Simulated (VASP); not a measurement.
Write the native input for VASP 6.6.1 that does the following.

```
Task                   : single point
Functional             : LDA
Potentials or basis    : VASP PAW LDA potentials, release 64 (K_sv, Mg, H)
Cutoff                 : 520 eV
k mesh                 : 8 × 8 × 8
Occupations            : gaussian, width 0.05 eV
Spin                   : no spin polarisation
Dipole correction      : no
Further INCAR settings : ALGO = Normal; EDIFF = 1e-07; NBANDS = 15
```

The structure of KMgH3 lies in POSCAR:

```
KMgH3
1.0
    4.1256250000      0.0000000000      0.0000000000
    0.0000000000      4.1256250000      0.0000000000
    0.0000000000      0.0000000000      4.0250000000
K Mg H
1 1 3
Direct
    0.0000000000      0.0000000000      0.0000000000
    0.5000000000      0.5000000000      0.5000000000
    0.0000000000      0.5000000000      0.5000000000
    0.5000000000      0.0000000000      0.5000000000
    0.5000000000      0.5000000000      0.0000000000
```

This cell differs from its parent crystal: strain +0.025 along x and y, +0.000 along z.

One way to write it, as run:

INCAR

```
ALGO = Normal
EDIFF = 1E-7
ENCUT = 520
ISIF = 2
ISMEAR = 0
LASPH = T
LCHARG = F
LREAL = F
LWAVE = F
NBANDS = 15
NELM = 60
PREC = Accurate
SIGMA = 0.05
```

KPOINTS

```
k-points
0
Gamma
  8 8 8
```

Potentials or basis: VASP PAW LDA potentials, release 64 (K_sv, Mg, H).

The run is started by

```bash
$ cat potpaw_LDA.64/K_sv/POTCAR potpaw_LDA.64/Mg/POTCAR potpaw_LDA.64/H/POTCAR > POTCAR
$ mpirun -np 1 vasp_std > vasp.out
```

Results of the run:

```
Pressure               : -4.5 GPa
Band gap on the k mesh : 1.90 eV, indirect (least direct gap 3.95 eV)
```

Caveat: the cell differs from its parent crystal (strain +0.025 along x and y, +0.000 along z).

It took 75 s on 1 thread of Intel Xeon 8259CL, on a shared host, peak memory 0.21 GiB.
